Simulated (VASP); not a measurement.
Input of a VASP 6.6.1 run:

File INCAR:

```
ALGO     = Normal         # electronic algorithm
EDIFF    = 1E-7           # SCF threshold, eV
EDIFFG   = -0.01          # ionic threshold
ENCUT    = 600            # plane-wave cutoff, eV
GGA      = PS             # functional
IBRION   = 2              # ionic algorithm
ISIF     = 3              # what is computed and relaxed
ISMEAR   = -1             # smearing method
LASPH    = True           # aspherical terms in the spheres
LCHARG   = False          # write CHGCAR
LREAL    = False          # projectors in reciprocal space
LWAVE    = False          # write WAVECAR
NELM     = 100            # most SCF steps
NSW      = 60             # ionic steps
PREC     = Accurate       # precision mode
SIGMA    = 0.05           # smearing width, eV
```

KPOINTS

```
k-points
0
Gamma
  10 10 10
```

POSCAR

```
Ag
1.0
    0.0000000000      2.0287338483      2.0287338483
    2.0287338483      0.0000000000      2.0287338483
    2.0287338483      2.0287338483      0.0000000000
Ag
1
Direct
    0.0000000000      0.0000000000      0.0000000000
```

Potentials or basis: VASP PAW PBE potentials, release 64 (Ag).

Launch:

```console
$ cat potpaw_PBE.64/Ag/POTCAR > POTCAR
$ mpirun -np 1 vasp_std > vasp.out
```

Question: Predict the relaxed cell.

Answer: a = 2.867 Å, b = 2.867 Å, c = 2.867 Å, α = 60.00°, β = 60.00°, γ = 60.00°.

Question: Estimate the relaxed volume.

Answer: 16.67 Å³/atom.

Final structure:
```
Ag
1.0
     0.00000    2.02737    2.02737
     2.02737    0.00000    2.02737
     2.02737    2.02737    0.00000
Ag
1
Direct
  0.00000 0.00000 0.00000
```

Caveat: the PAW data sets were made with another functional, which shifts forces and pressure a little.
